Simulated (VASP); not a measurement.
# Os (Fm-3m) in VASP: a series of runs

The runs below take Os through single point, relaxation of cell and atoms, with LDA.

Program: VASP 6.6.1. These are calculated values, not measurements. Logs are shortened: lines on timing, memory, paths and dates and some standing lists are left out, and cuts for length are marked.

## Step 1: The cell of the first run

It takes space group Fm-3m (No. 225, cubic). Conventional cell: a = 3.802 Å, b = 3.802 Å, c = 3.802 Å, α = 90.00°, β = 90.00°, γ = 90.00°. Within 3.5 Å of Os (site symmetry m-3m) lie 12 Os at 2.69 Å.

## Step 2: Single point, LDA

The input, INCAR:

```
PREC = Accurate
ENCUT = 520
EDIFF = 1E-6
ISMEAR = 1
SIGMA = 0.05
LREAL = F
LASPH = T
NELM = 60
ALGO = Normal
ISIF = 2
LWAVE = F
LCHARG = T
GGA = CA
LELF = T
LVHAR = T
NBANDS = 10
```

The input, KPOINTS:

```
Automatic mesh
0
Gamma
  8 8 8
```

The input, POSCAR:

```
Os
1.0
    0.0000000000      1.9010192649      1.9010192649
    1.9010192649      0.0000000000      1.9010192649
    1.9010192649      1.9010192649      0.0000000000
Os
1
Direct
    0.0000000000      0.0000000000      0.0000000000
```

Potentials or basis: VASP PAW LDA potentials, release 64 (Os).

The run is started by

```
> cat potpaw_LDA.64/Os/POTCAR > POTCAR
> mpirun -np 1 vasp_std > vasp.out
```

OUTCAR:

```text
PREC = Accurate
   ENCUT = 520
   EDIFF = 1E-6
   ISMEAR = 1
   LREAL = F
   LASPH = T
   NELM = 60
   ISIF = 2
   GGA = CA

 ion  position               nearest neighbor table
   1  0.000  0.000  0.000-

  LATTYP: Found a face centered cubic cell.
 ALAT       =     3.8020385298

  Lattice vectors:

 A1 = (   0.0000000000,   1.9010192649,   1.9010192649)
 A2 = (   1.9010192649,   0.0000000000,   1.9010192649)
 A3 = (   1.9010192649,   1.9010192649,   0.0000000000)

Analysis of symmetry for initial positions (statically):
=====================================================================
 Subroutine PRICEL returns:
 Original cell was already a primitive cell.

 Routine SETGRP: Setting up the symmetry group for a
 face centered cubic supercell.

 Subroutine GETGRP returns: Found 48 space group operations
 (whereof 48 operations were pure point group operations)
 out of a pool of 48 trial point group operations.

The static configuration has the point symmetry O_h .

Analysis of symmetry for dynamics (positions and initial velocities):
=====================================================================
 Subroutine PRICEL returns:
 Original cell was already a primitive cell.

 Routine SETGRP: Setting up the symmetry group for a
 face centered cubic supercell.

 Subroutine GETGRP returns: Found 48 space group operations
 (whereof 48 operations were pure point group operations)
 out of a pool of 48 trial point group operations.

The dynamic configuration has the point symmetry O_h .

 Subroutine INISYM returns: Found 48 space group operations
 (whereof 48 operations are pure point group operations),
 and found     1 'primitive' translations

----------------------------------------------------------------------------------------

                                     Primitive cell

  volume of cell :      13.7401

  direct lattice vectors                    reciprocal lattice vectors
     0.000000000  1.901019265  1.901019265    -0.263016798  0.263016798  0.263016798
     1.901019265  0.000000000  1.901019265     0.263016798 -0.263016798  0.263016798
     1.901019265  1.901019265  0.000000000     0.263016798  0.263016798 -0.263016798

  length of vectors
     2.688447227  2.688447227  2.688447227     0.455558457  0.455558457  0.455558457

  position of ions in fractional coordinates (direct lattice)
     0.000000000  0.000000000  0.000000000

  ion indices of the primitive-cell ions
   primitive index   ion index
                 1           1

----------------------------------------------------------------------------------------

 KPOINTS: Automatic mesh

Automatic generation of k-mesh.
 Grid dimensions read from file:
 generate k-points for:    8    8    8

 Generating k-lattice:

  Cartesian coordinates                     Fractional coordinates (reciprocal lattice)
    -0.032877100  0.032877100  0.032877100     0.125000000  0.000000000  0.000000000
     0.032877100 -0.032877100  0.032877100     0.000000000  0.125000000  0.000000000
     0.032877100  0.032877100 -0.032877100     0.000000000  0.000000000  0.125000000

  Length of vectors
     0.056944807  0.056944807  0.056944807

  Shift w.r.t. Gamma in fractional coordinates (k-lattice)
     0.000000000  0.000000000  0.000000000

 Subroutine IBZKPT returns following result:
 ===========================================

 Found     29 irreducible k-points:

 Following reciprocal coordinates:
            Coordinates               Weight
  0.000000  0.000000  0.000000      1.000000
  0.125000  0.000000  0.000000      8.000000
  0.250000  0.000000  0.000000      8.000000
  0.375000  0.000000  0.000000      8.000000
  0.500000  0.000000  0.000000      4.000000
  0.125000  0.125000  0.000000      6.000000
[... 16 lines left out ...]
  0.500000  0.250000  0.125000     48.000000
 -0.375000  0.250000  0.125000     24.000000
 [... further k-points ...]
   k-points           NKPTS =     29   k-points in BZ     NKDIM =     29   number of bands    NBANDS=     10
   number of dos      NEDOS =    301   number of ions     NIONS =      1
   total plane-waves  NPLWV =   8000
   dimension x,y,z NGX =    20 NGY =   20 NGZ =   20
   dimension x,y,z NGXF=    40 NGYF=   40 NGZF=   40
   ions per type =               1
   NGX,Y,Z   is equivalent  to a cutoff of  12.37, 12.37, 12.37 a.u.
   NGXF,Y,Z  is equivalent  to a cutoff of  24.73, 24.73, 24.73 a.u.
 SYSTEM =  unknown system
   PREC   = accura    normal or accurate (medium, high low for compatibility)
   ISTART =      0    job   : 0-new  1-cont  2-samecut
   ICHARG =      2    charge: 1-file 2-atom 10-const
   ISPIN  =      1    spin polarized calculation?
   LNONCOLLINEAR =      F non collinear calculations
   LSORBIT =      F    spin-orbit coupling
   LASPH  =      T    aspherical Exc in radial PAW
   ENCUT  =  520.0 eV  38.22 Ry    6.18 a.u.   5.00  5.00  5.00*2*pi/ulx,y,z
   NELM   =     60;   NELMIN=  2; NELMDL= -5     # of ELM steps
   EDIFF  = 0.1E-05   stopping-criterion for ELM
   LREAL  =      F    real-space projection
   EDIFFG = 0.1E-04   stopping-criterion for IOM
   NSW    =      0    number of steps for IOM
   IBRION =     -1    ionic relax: 0-MD 1-quasi-New 2-CG
   NFREE  =      0    steps in history (QN), initial steepest desc. (CG)
   ISIF   =      2    stress and relaxation
   ISYM   =      2    0-nonsym 1-usesym 2-fastsym
   POTIM  = 0.5000    time-step for ionic-motion
   TEBEG  =    0.0;   TEEND  =   0.0 temperature during run
   PSTRESS=    0.0 pullay stress
   NELECT =       8.0000    total number of electrons
   NUPDOWN=      -1.0000    fix difference up-down
   EMIN   =  10.00;   EMAX   =-10.00  energy-range for DOS
   EFERMI =   0.00;   METHOD = LEGACY
   ISMEAR =     1;   SIGMA  =   0.05  broadening in eV -4-tet -1-fermi 0-gaus
   EFERMI_NEDOS =   21; number of points for ismear=-14 and -15
   IALGO  =     38    algorithm
   IMIX   =      4    mixing-type and parameters
     AMIX     =   0.40;   BMIX     =  1.00
     AMIX_MAG =   1.60;   BMIX_MAG =  1.00
  volume/ion in A,a.u.               =      13.74        92.72
  Fermi-wavevector in a.u.,A,eV,Ry     =   1.367020  2.583294 25.425814  1.868745
  Thomas-Fermi vector in A             =   2.493110
   LORBIT       =      0    0 simple, 1 ext, 2 COOP (PROOUT), +10 PAW based schemes
   GGA     = CA    functional components
   LHFCALC =     F    Hartree Fock is set to
   AEXX    =    0.0000 exact exchange contribution
   IVDW    =     0    specifies the selected vdW correction
   LEPSILON=     F    determine dielectric tensor
   LRPA    =     F    only Hartree local field effects (RPA)
 non-spin polarized calculation
 Methfessel and Paxton  Order N= 1 SIGMA  =   0.05
  energy-cutoff  :      520.00
  volume of cell :       13.74
 maximum number of plane-waves:       380
   NGX =  9   NGY =  9   NGZ =  9

 number of electron       7.9999999 magnetization

 Free energy of the ion-electron system (eV)
  ---------------------------------------------------
  ext. energy  EPLUGINS =         0.00000000
  ---------------------------------------------------
  free energy    TOTEN  =       -12.52079576 eV

  energy without entropy =      -12.52034115  energy(sigma->0) =      -12.52064422

 E-fermi :   9.3344     XC(G=0): -14.2794

 val. band max:        9.3067353593   @ k =  -0.3750   0.3750   0.1250
 cond. band min:       9.3483552578   @ k =   0.3750   0.3750   0.0000
 fundamental gap:      0.0416198985
 Fermi energy:         9.3344408994

 k-point     1 :       0.0000    0.0000    0.0000
  band No.  band energies     occupation
      1      -1.3628      2.00000
      2       6.4544      2.00000
      3       6.4544      2.00000
      4       6.4544      2.00000
      5       9.5904     -0.00000
      6       9.5904     -0.00000
      7      23.8764      0.00000
      8      29.7357      0.00000
      9      29.7357      0.00000
     10      29.7357      0.00000

 k-point     2 :       0.1250    0.0000    0.0000
  band No.  band energies     occupation
      1      -0.6409      2.00000
      2       6.0647      2.00000
      3       6.7541      2.00000
      4       6.7541      2.00000
      5       9.4012     -0.06772
      6       9.4012     -0.06772
      7      25.1508      0.00000
      8      27.2081      0.00000
      9      31.0352      0.00000
     10      31.0352      0.00000

 k-point     3 :       0.2500    0.0000    0.0000
  band No.  band energies     occupation
      1       0.9645      2.00000
      2       5.8139      2.00000
      3       6.9412      2.00000
      4       6.9412      2.00000
      5       9.7646     -0.00000
      6       9.7646     -0.00000
      7      23.8413      0.00000
      8      27.4035      0.00000
      9      34.3802      0.00000
     10      34.3842      0.00000

 k-point     4 :       0.3750    0.0000    0.0000
  band No.  band energies     occupation
      1       1.7148      2.00000
      2       6.5176      2.00000
      3       6.5176      2.00000
      4       7.5752      2.00000
      5      11.2211      0.00000
      6      11.2211      0.00000
      7      20.9654      0.00000
      8      24.7943      0.00000
      9      32.1106      0.00000
     10      32.1106      0.00000

 k-point     5 :       0.5000    0.0000    0.0000
  band No.  band energies     occupation
      1       1.7139      2.00000
      2       6.2884      2.00000
      3       6.2884      2.00000
      4       9.4383     -0.01234
      5      12.0838      0.00000
      6      12.0838      0.00000
      7      18.8252      0.00000
      8      23.4028      0.00000
      9      30.1434      0.00000
     10      30.1434      0.00000

 k-point     6 :       0.1250    0.1250    0.0000
  band No.  band energies     occupation
      1      -0.3943      2.00000
      2       5.6771      2.00000
      3       7.0478      2.00000
      4       7.0478      2.00000
      5       8.6555      2.00000
      6       9.9024     -0.00000
      7      25.6752      0.00000
      8      28.2403      0.00000
      9      30.2064      0.00000
     10      30.2064      0.00000

 k-point     7 :       0.2500    0.1250    0.0000
  band No.  band energies     occupation
      1       1.0065      2.00000
      2       5.0771      2.00000
      3       7.0608      2.00000
      4       7.5383      2.00000
      5       8.7919      2.00000
      6      10.3583      0.00000
      7      25.7765      0.00000
      8      27.9655      0.00000
      9      31.1501      0.00000
     10      31.8767      0.00000

 k-point     8 :       0.3750    0.1250    0.0000
  band No.  band energies     occupation
      1       2.2016      2.00000
      2       5.6892      2.00000
      3       6.2357      2.00000
      4       7.3017      2.00000
      5      10.9754      0.00000
      6      11.5487      0.00000
      7      22.4254      0.00000
      8      26.4336      0.00000
      9      30.5269      0.00000
     10      32.4671      0.00000

 k-point     9 :       0.5000    0.1250    0.0000
  band No.  band energies     occupation
      1       2.3161      2.00000
      2       5.6742      2.00000
      3       6.9004      2.00000
      4       7.7125      2.00000
      5      12.1405      0.00000
      6      13.5966      0.00000
      7      18.7652      0.00000
      8      24.7998      0.00000
      9      29.5547      0.00000
     10      29.9796      0.00000
[... 118 lines left out ...]
 k-point    19 :       0.5000    0.3750    0.0000
  band No.  band energies     occupation
      1       2.2502      2.00000
      2       2.9951      2.00000
      3       9.1351      2.00000
      4      10.8972      0.00000
      5      12.4913      0.00000
      6      14.6701      0.00000
      7      20.3155      0.00000
      8      23.8470      0.00000
      9      24.4239      0.00000
     10      32.8115      0.00000

 k-point    20 :      -0.3750    0.3750    0.0000
  band No.  band energies     occupation
      1       2.8765      2.00000
      2       4.0179      2.00000
      3       7.5277      2.00000
      4       9.8650     -0.00000
      5      11.7305      0.00000
      6      17.0141      0.00000
      7      18.9795      0.00000
      8      22.9764      0.00000
      9      26.3936      0.00000
     10      32.1160      0.00000

 k-point    21 :       0.5000    0.5000    0.0000
  band No.  band energies     occupation
      1       1.7760      2.00000
      2       2.4985      2.00000
      3      12.0440      0.00000
      4      12.0719      0.00000
      5      12.7988      0.00000
      6      12.7988      0.00000
      7      22.0097      0.00000
      8      22.0097      0.00000
      9      22.1833      0.00000
     10      32.4132      0.00000

 k-point    22 :       0.3750    0.2500    0.1250
  band No.  band energies     occupation
      1       2.4434      2.00000
      2       4.5349      2.00000
      3       6.2633      2.00000
      4       8.7699      2.00000
      5       8.7817      2.00000
      6      11.8796      0.00000
      7      25.0070      0.00000
      8      28.3564      0.00000
      9      29.0989      0.00000
     10      30.7059      0.00000

 k-point    23 :       0.5000    0.2500    0.1250
  band No.  band energies     occupation
      1       3.3243      2.00000
      2       5.0717      2.00000
      3       5.5999      2.00000
      4       8.2581      2.00000
      5      10.7600      0.00000
      6      14.1064      0.00000
      7      21.2750      0.00000
      8      26.5897      0.00000
      9      27.2428      0.00000
     10      32.3647      0.00000

 k-point    24 :      -0.3750    0.2500    0.1250
  band No.  band energies     occupation
      1       3.3500      2.00000
      2       4.7797      2.00000
      3       6.7003      2.00000
      4       7.8917      2.00000
      5      11.6670      0.00000
      6      16.2110      0.00000
      7      17.9273      0.00000
      8      26.2863      0.00000
      9      27.0990      0.00000
     10      30.2557      0.00000

 [... further k-points ...]
[... 5 lines left out ...]
  --------------------------------------------------------------------------------------
  -------------------------------------------------------------------------------------
  Total        0.0718493      0.0718493      0.0718493      0.0000000      0.0000000      0.0000000
  in kB        8.3780657      8.3780657      8.3780657      0.0000000      0.0000000      0.0000000
  external PRESSURE =       8.3780657 kB  Pullay stress =       0.0000000 kB

 VOLUME and BASIS-vectors are now :
 -----------------------------------------------------------------------------
  energy-cutoff  :      520.00
  volume of cell :       13.74
      direct lattice vectors                 reciprocal lattice vectors
     0.000000000  1.901019265  1.901019265    -0.263016798  0.263016798  0.263016798
     1.901019265  0.000000000  1.901019265     0.263016798 -0.263016798  0.263016798
     1.901019265  1.901019265  0.000000000     0.263016798  0.263016798 -0.263016798

 POSITION                                       TOTAL-FORCE (eV/Angst)
 -----------------------------------------------------------------------------------
      0.00000      0.00000      0.00000         0.000000      0.000000     -0.000000
 -----------------------------------------------------------------------------------
    total drift:                                0.000000      0.000000     -0.000000

  FREE ENERGIE OF THE ION-ELECTRON SYSTEM (eV)
  ---------------------------------------------------
  free  energy   TOTEN  =       -12.5207957567 eV

  energy  without entropy=      -12.5203411504  energy(sigma->0) =      -12.52064422
```

Wall time 1.9 s (1 thread of Intel Xeon 6975P-C (Granite Rapids), shared host); peak memory 0.12 GiB.

What came out:

```
Free energy            : -12.5208 eV
Pressure               : 0.8 GPa
Band gap on the k mesh : zero (band 4 reaches 12.07 eV, above the bottom of band 5 at 8.59 eV)
```

Levels at points of the mesh, in eV from the Fermi level:
| k point | band 2 | band 3 | band 4 | band 5 | band 6 | band 7 |
| --- | --- | --- | --- | --- | --- | --- |
| (0.00, 0.00, 0.00) | -2.88 | -2.88 | -2.88 | 0.26 | 0.26 | 14.54 |
| (0.50, 0.00, 0.00) | -3.05 | -3.05 | 0.10 | 2.75 | 2.75 | 9.49 |
| (0.50, 0.50, 0.00) | -6.84 | 2.71 | 2.74 | 3.46 | 3.46 | 12.68 |

Caveat: spin-orbit coupling is left out, which moves the levels of the heavy elements.

(Part 1 of 2 ends here.)
